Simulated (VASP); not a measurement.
# ZnCu (Cmmm) in VASP: further runs

ZnCu is run at these levels: PBE; tasks: single point.

All numbers are computed with VASP 6.6.1; they aren't measurements. Logs are shortened: lines on timing, memory, paths and dates and some standing lists are left out, and cuts for length are marked.

### Step 1. The cell of the first run

Symmetry: Cmmm, No. 65, orthorhombic system. Conventional cell: a = 2.976 Å, b = 4.243 Å, c = 4.141 Å, α = 90.00°, β = 90.00°, γ = 90.00°. Within 3.4 Å of Zn (site symmetry mmm) lie 8 Cu at 2.55 to 2.96 Å and 6 Zn at 2.59 to 2.98 Å. Within 3.4 Å of Cu (site symmetry mmm) lie 8 Zn at 2.55 to 2.96 Å and 6 Cu at 2.59 to 2.98 Å.

### Step 2. Single point, PBE

The input, INCAR:

```
SYSTEM = ZnCu
PREC     = Accurate       ! precision mode
ENCUT    = 520            ! plane-wave cutoff, eV
EDIFF    = 1E-6           ! SCF threshold, eV
ISMEAR   = -1             ! smearing method
SIGMA    = 0.05           ! smearing width, eV
LREAL    = .FALSE.        ! projectors in reciprocal space
LASPH    = .TRUE.         ! aspherical terms in the spheres
NELM     = 100            ! most SCF steps
ALGO     = Fast           ! electronic algorithm
ISIF     = 2              ! what is computed and relaxed
LWAVE    = .FALSE.        ! write WAVECAR
LCHARG   = .FALSE.        ! write CHGCAR
GGA      = PE             ! functional
NBANDS   = 18             ! bands
```

The input, KPOINTS:

```
regular mesh
0
G
  11 11 7
  0 0 0
```

The input, POSCAR:

```
ZnCu
1.0
    1.4880390000     -2.1212790000      0.0000000000
    1.4880390000      2.1212790000      0.0000000000
    0.0000000000      0.0000000000      4.1407460000
Zn Cu
1 1
Direct
    0.5000000000      0.5000000000      0.5000000000
    0.0000000000      0.0000000000      0.0000000000
```

Potentials or basis: VASP PAW PBE potentials, release 64 (Zn, Cu).

On the command line:

```
> cat potpaw_PBE.64/Zn/POTCAR potpaw_PBE.64/Cu/POTCAR > POTCAR
> mpirun -np 1 vasp_std > vasp.out
```

OUTCAR:

```text
SYSTEM = ZnCu
   PREC = Accurate
   ENCUT = 520
   EDIFF = 1E-6
   ISMEAR = -1
   LREAL = .FALSE.
   LASPH = .TRUE.
   NELM = 100
   ISIF = 2
   GGA = PE

 ion  position               nearest neighbor table
   1  0.500  0.500  0.500-   2 2.55   2 2.55   2 2.55   2 2.55
   2  0.000  0.000  0.000-   1 2.55   1 2.55   1 2.55   1 2.55

  LATTYP: Found a base centered orthorhombic cell.
 ALAT       =     2.9760780000
 B/A-ratio  =     1.4255533625
 C/A-ratio  =     1.3913432376

  Lattice vectors:

 A1 = (   1.4880390000,  -2.1212790000,   0.0000000000)
 A2 = (   1.4880390000,   2.1212790000,   0.0000000000)
 A3 = (   0.0000000000,   0.0000000000,   4.1407460000)

Analysis of symmetry for initial positions (statically):
=====================================================================
 Subroutine PRICEL returns:
 Original cell was already a primitive cell.

 Routine SETGRP: Setting up the symmetry group for a
 base centered orthorhombic supercell.

 Subroutine GETGRP returns: Found  8 space group operations
 (whereof  8 operations were pure point group operations)
 out of a pool of  8 trial point group operations.

The static configuration has the point symmetry D_2h.

Analysis of symmetry for dynamics (positions and initial velocities):
=====================================================================
 Subroutine PRICEL returns:
 Original cell was already a primitive cell.

 Routine SETGRP: Setting up the symmetry group for a
 base centered orthorhombic supercell.

 Subroutine GETGRP returns: Found  8 space group operations
 (whereof  8 operations were pure point group operations)
 out of a pool of  8 trial point group operations.

The dynamic configuration has the point symmetry D_2h.

 Subroutine INISYM returns: Found  8 space group operations
 (whereof  8 operations are pure point group operations),
 and found     1 'primitive' translations

----------------------------------------------------------------------------------------

                                     Primitive cell

  volume of cell :      26.1409

  direct lattice vectors                    reciprocal lattice vectors
     1.488039000 -2.121279000  0.000000000     0.336012699 -0.235706854  0.000000000
     1.488039000  2.121279000  0.000000000     0.336012699  0.235706854  0.000000000
     0.000000000  0.000000000  4.140746000     0.000000000  0.000000000  0.241502377

  length of vectors
     2.591155082  2.591155082  4.140746000     0.410441536  0.410441536  0.241502377

  position of ions in fractional coordinates (direct lattice)
     0.500000000  0.500000000  0.500000000
     0.000000000  0.000000000  0.000000000

  ion indices of the primitive-cell ions
   primitive index   ion index
                 1           1
                 2           2

----------------------------------------------------------------------------------------

 KPOINTS: regular mesh

Automatic generation of k-mesh.
 Grid dimensions read from file:
 generate k-points for:   11   11    7

 Generating k-lattice:

  Cartesian coordinates                     Fractional coordinates (reciprocal lattice)
     0.030546609 -0.021427896  0.000000000     0.090909091  0.000000000  0.000000000
     0.030546609  0.021427896  0.000000000     0.000000000  0.090909091  0.000000000
     0.000000000  0.000000000  0.034500340     0.000000000  0.000000000  0.142857143

  Length of vectors
     0.037312867  0.037312867  0.034500340

  Shift w.r.t. Gamma in fractional coordinates (k-lattice)
     0.000000000  0.000000000  0.000000000

 Subroutine IBZKPT returns following result:
 ===========================================

 Found    144 irreducible k-points:

 Following reciprocal coordinates:
            Coordinates               Weight
  0.000000  0.000000  0.000000      1.000000
  0.090909  0.000000  0.000000      4.000000
  0.181818  0.000000  0.000000      4.000000
  0.272727 -0.000000  0.000000      4.000000
  0.363636  0.000000  0.000000      4.000000
  0.454545 -0.000000  0.000000      4.000000
[... 16 lines left out ...]
 -0.272727  0.181818  0.000000      4.000000
 -0.181818  0.181818  0.000000      2.000000
 [... further k-points ...]
   k-points           NKPTS =    144   k-points in BZ     NKDIM =    144   number of bands    NBANDS=     18
   number of dos      NEDOS =    301   number of ions     NIONS =      2
   total plane-waves  NPLWV =  12800
   dimension x,y,z NGX =    20 NGY =   20 NGZ =   32
   dimension x,y,z NGXF=    40 NGYF=   40 NGZF=   64
   ions per type =               1   1
   NGX,Y,Z   is equivalent  to a cutoff of  12.83, 12.83, 12.85 a.u.
   NGXF,Y,Z  is equivalent  to a cutoff of  25.66, 25.66, 25.70 a.u.
 SYSTEM =  ZnCu
   PREC   = accura    normal or accurate (medium, high low for compatibility)
   ISTART =      0    job   : 0-new  1-cont  2-samecut
   ICHARG =      2    charge: 1-file 2-atom 10-const
   ISPIN  =      1    spin polarized calculation?
   LNONCOLLINEAR =      F non collinear calculations
   LSORBIT =      F    spin-orbit coupling
   LASPH  =      T    aspherical Exc in radial PAW
   ENCUT  =  520.0 eV  38.22 Ry    6.18 a.u.   4.82  4.82  7.70*2*pi/ulx,y,z
   NELM   =    100;   NELMIN=  2; NELMDL= -5     # of ELM steps
   EDIFF  = 0.1E-05   stopping-criterion for ELM
   LREAL  =      F    real-space projection
   EDIFFG = 0.1E-04   stopping-criterion for IOM
   NSW    =      0    number of steps for IOM
   IBRION =     -1    ionic relax: 0-MD 1-quasi-New 2-CG
   NFREE  =      0    steps in history (QN), initial steepest desc. (CG)
   ISIF   =      2    stress and relaxation
   ISYM   =      2    0-nonsym 1-usesym 2-fastsym
   POTIM  = 0.5000    time-step for ionic-motion
   TEBEG  =    0.0;   TEEND  =   0.0 temperature during run
   PSTRESS=    0.0 pullay stress
   NELECT =      23.0000    total number of electrons
   NUPDOWN=      -1.0000    fix difference up-down
   EMIN   =  10.00;   EMAX   =-10.00  energy-range for DOS
   EFERMI =   0.00;   METHOD = LEGACY
   ISMEAR =    -1;   SIGMA  =   0.05  broadening in eV -4-tet -1-fermi 0-gaus
   EFERMI_NEDOS =   21; number of points for ismear=-14 and -15
   IALGO  =     68    algorithm
   IMIX   =      4    mixing-type and parameters
     AMIX     =   0.40;   BMIX     =  1.00
     AMIX_MAG =   1.60;   BMIX_MAG =  1.00
  volume/ion in A,a.u.               =      13.07        88.20
  Fermi-wavevector in a.u.,A,eV,Ry     =   1.568714  2.964440 33.482099  2.460865
  Thomas-Fermi vector in A             =   2.670704
   LORBIT       =      0    0 simple, 1 ext, 2 COOP (PROOUT), +10 PAW based schemes
   GGA     = PE    functional components
   LHFCALC =     F    Hartree Fock is set to
   AEXX    =    0.0000 exact exchange contribution
   IVDW    =     0    specifies the selected vdW correction
   LEPSILON=     F    determine dielectric tensor
   LRPA    =     F    only Hartree local field effects (RPA)
 non-spin polarized calculation
 RMM-DIIS sequential band-by-band and
  energy-cutoff  :      520.00
  volume of cell :       26.14
 maximum number of plane-waves:       726
   NGX =  9   NGY =  9   NGZ = 15

 number of electron      22.9999985 magnetization

 Free energy of the ion-electron system (eV)
  ---------------------------------------------------
  ext. energy  EPLUGINS =         0.00000000
  ---------------------------------------------------
  free energy    TOTEN  =        -4.93838890 eV

  energy without entropy =       -4.93398095  energy(sigma->0) =       -4.93618493

 E-fermi :   5.2316     XC(G=0): -12.2718

 val. band max:        5.2179603224   @ k =   0.3636   0.2727   0.4286
 cond. band min:       5.2389960666   @ k =   0.2727   0.1818   0.2857
 fundamental gap:      0.0210357442
 Fermi energy:         5.2315793993

 k-point     1 :       0.0000    0.0000    0.0000
  band No.  band energies     occupation
      1      -4.9199      2.00000
      2      -2.7485      2.00000
      3      -2.6114      2.00000
      4      -1.9278      2.00000
      5      -1.9060      2.00000
      6      -1.7133      2.00000
[... 10 lines left out ...]
     17      25.7430      0.00000
     18      28.1366      0.00000

 k-point     2 :       0.0909    0.0000    0.0000
  band No.  band energies     occupation
      1      -4.7006      2.00000
      2      -2.7016      2.00000
      3      -2.5857      2.00000
      4      -1.9667      2.00000
      5      -1.9042      2.00000
      6      -1.7418      2.00000
[... 10 lines left out ...]
     17      25.8205      0.00000
     18      26.3386      0.00000

 k-point     3 :       0.1818    0.0000    0.0000
  band No.  band energies     occupation
      1      -4.0663      2.00000
      2      -2.6376      2.00000
      3      -2.4548      2.00000
      4      -2.0977      2.00000
      5      -1.8819      2.00000
      6      -1.7793      2.00000
[... 10 lines left out ...]
     17      22.7600      0.00000
     18      24.5045      0.00000

 k-point     4 :       0.2727   -0.0000    0.0000
  band No.  band energies     occupation
      1      -3.2055      2.00000
      2      -2.5315      2.00000
      3      -2.2783      2.00000
      4      -2.1662      2.00000
      5      -1.8135      2.00000
      6      -1.7961      2.00000
[... 10 lines left out ...]
     17      19.3346      0.00000
     18      22.5538      0.00000

 k-point     5 :       0.3636    0.0000    0.0000
  band No.  band energies     occupation
      1      -2.9045      2.00000
      2      -2.4343      2.00000
      3      -2.2345      2.00000
      4      -1.8028      2.00000
      5      -1.7299      2.00000
      6      -1.2060      2.00000
[... 10 lines left out ...]
     17      18.8276      0.00000
     18      21.0209      0.00000

 k-point     6 :       0.4545   -0.0000    0.0000
  band No.  band energies     occupation
      1      -2.8992      2.00000
      2      -2.5213      2.00000
      3      -2.1102      2.00000
      4      -1.8053      2.00000
      5      -1.6557      2.00000
      6       0.1187      2.00000
[... 10 lines left out ...]
     17      19.0105      0.00000
     18      19.9906      0.00000

 k-point     7 :       0.0909    0.0909    0.0000
  band No.  band energies     occupation
      1      -4.3379      2.00000
      2      -2.6219      2.00000
      3      -2.6063      2.00000
      4      -2.0325      2.00000
      5      -1.8398      2.00000
      6      -1.7613      2.00000
[... 10 lines left out ...]
     17      24.8238      0.00000
     18      24.9044      0.00000

 k-point     8 :       0.1818    0.0909    0.0000
  band No.  band energies     occupation
      1      -3.5917      2.00000
      2      -2.5996      2.00000
      3      -2.4428      2.00000
      4      -2.1546      2.00000
      5      -1.8131      2.00000
      6      -1.7613      2.00000
[... 10 lines left out ...]
     17      21.6743      0.00000
     18      24.1068      0.00000
[... 229 lines left out ...]
     17      14.8900      0.00000
     18      20.8888      0.00000

 k-point    20 :       0.4545    0.1818    0.0000
  band No.  band energies     occupation
      1      -2.6101      2.00000
      2      -2.4809      2.00000
      3      -2.1144      2.00000
      4      -2.0138      2.00000
      5      -1.9841      2.00000
      6       1.1652      2.00000
[... 10 lines left out ...]
     17      13.4688      0.00000
     18      21.4487      0.00000

 k-point    21 :      -0.4545    0.1818    0.0000
  band No.  band energies     occupation
      1      -2.5555      2.00000
      2      -2.4658      2.00000
      3      -2.2011      2.00000
      4      -2.0934      2.00000
      5      -2.0018      2.00000
      6       0.1357      2.00000
[... 10 lines left out ...]
     17      15.9064      0.00000
     18      22.3644      0.00000

 k-point    22 :      -0.3636    0.1818    0.0000
  band No.  band energies     occupation
      1      -2.5175      2.00000
      2      -2.4232      2.00000
      3      -2.3706      2.00000
      4      -2.2706      2.00000
      5      -1.9922      2.00000
      6      -1.1335      2.00000
[... 10 lines left out ...]
     17      18.8658      0.00000
     18      22.2437      0.00000

 k-point    23 :      -0.2727    0.1818    0.0000
  band No.  band energies     occupation
      1      -3.1518      2.00000
      2      -2.4049      2.00000
      3      -2.3094      2.00000
      4      -2.2080      2.00000
      5      -1.9950      2.00000
      6      -1.8692      2.00000
[... 10 lines left out ...]
     17      21.6928      0.00000
     18      22.1232      0.00000

 k-point    24 :      -0.1818    0.1818    0.0000
  band No.  band energies     occupation
      1      -3.8044      2.00000
      2      -2.5046      2.00000
      3      -2.2916      2.00000
      4      -2.0994      2.00000
      5      -2.0162      2.00000
      6      -2.0140      2.00000
[... 10 lines left out ...]
     17      24.5955      0.00000
     18      24.9005      0.00000

 [... further k-points ...]
[... 5 lines left out ...]
  --------------------------------------------------------------------------------------
  -------------------------------------------------------------------------------------
  Total        0.1988916      0.0376606      0.0371807     -0.0000000      0.0000000      0.0000000
  in kB       12.1900765      2.3082220      2.2788091     -0.0000000      0.0000000      0.0000000
  external PRESSURE =       5.5923692 kB  Pullay stress =       0.0000000 kB

 VOLUME and BASIS-vectors are now :
 -----------------------------------------------------------------------------
  energy-cutoff  :      520.00
  volume of cell :       26.14
      direct lattice vectors                 reciprocal lattice vectors
     1.488039000 -2.121279000  0.000000000     0.336012699 -0.235706854  0.000000000
     1.488039000  2.121279000  0.000000000     0.336012699  0.235706854  0.000000000
     0.000000000  0.000000000  4.140746000     0.000000000  0.000000000  0.241502377

 POSITION                                       TOTAL-FORCE (eV/Angst)
 -----------------------------------------------------------------------------------
      1.48804      0.00000      2.07037        -0.000000      0.000000      0.000000
      0.00000      0.00000      0.00000         0.000000      0.000000      0.000000
 -----------------------------------------------------------------------------------
    total drift:                                0.000000      0.000000      0.000000

  FREE ENERGIE OF THE ION-ELECTRON SYSTEM (eV)
  ---------------------------------------------------
  free  energy   TOTEN  =        -4.9383888995 eV

  energy  without entropy=       -4.9339809525  energy(sigma->0) =       -4.93618493
```

Wall time 79 s (1 thread of Intel Xeon 8259CL, shared host); peak memory 0.19 GiB.

Results:

```
Free energy            : -4.9384 eV
Pressure               : 0.6 GPa
Band gap on the k mesh : zero (an odd number of electrons rules out a gap without spin polarisation)
```

### Step 3. Single point, PBE

This run uses another cell than the first one, of 13.33 Å³/atom.

The input, INCAR:

```
SYSTEM = ZnCu
PREC = Accurate
ENCUT = 520
EDIFF = 1E-6
ISMEAR = -1
SIGMA = 0.05
LREAL = .FALSE.
LASPH = .TRUE.
NELM = 80
ALGO = Normal
ISIF = 2
LWAVE = .FALSE.
LCHARG = .FALSE.
GGA = PE
NBANDS = 18
```

The input, KPOINTS:

```
Automatic mesh
0
G
  11 11 7
  0 0 0
```

The input, POSCAR:

```
ZnCu
1.0
    1.4978938501     -2.1353276147      0.0000000000
    1.4978938501      2.1353276147      0.0000000000
    0.0000000000      0.0000000000      4.1681689581
Zn Cu
1 1
Direct
    0.5000000000      0.5000000000      0.5000000000
    0.0000000000      0.0000000000      0.0000000000
```

Potentials or basis: VASP PAW PBE potentials, release 64 (Zn, Cu).

On the command line:

```
> cat potpaw_PBE.64/Zn/POTCAR potpaw_PBE.64/Cu/POTCAR > POTCAR
> mpirun -np 1 vasp_std > vasp.out
```

It took 65 s on 1 thread of Intel Xeon 8259CL, shared host; peak memory 0.19 GiB.

It converged, with:

```
Free energy            : -4.9372 eV
Pressure               : -1.1 GPa
Band gap on the k mesh : zero (an odd number of electrons rules out a gap without spin polarisation)
```

Stress tensor (GPa, compression positive):
```
-0.45  0.00  0.00
 0.00 -1.33  0.00
 0.00  0.00 -1.46
```

Levels at points of the mesh, in eV from the Fermi level:
| k point | band 9 | band 10 | band 11 | band 12 | band 13 | band 14 |
| --- | --- | --- | --- | --- | --- | --- |
| (0.00, 0.00, 0.00) | -2.37 | -2.37 | -2.26 | -1.49 | 2.13 | 13.99 |
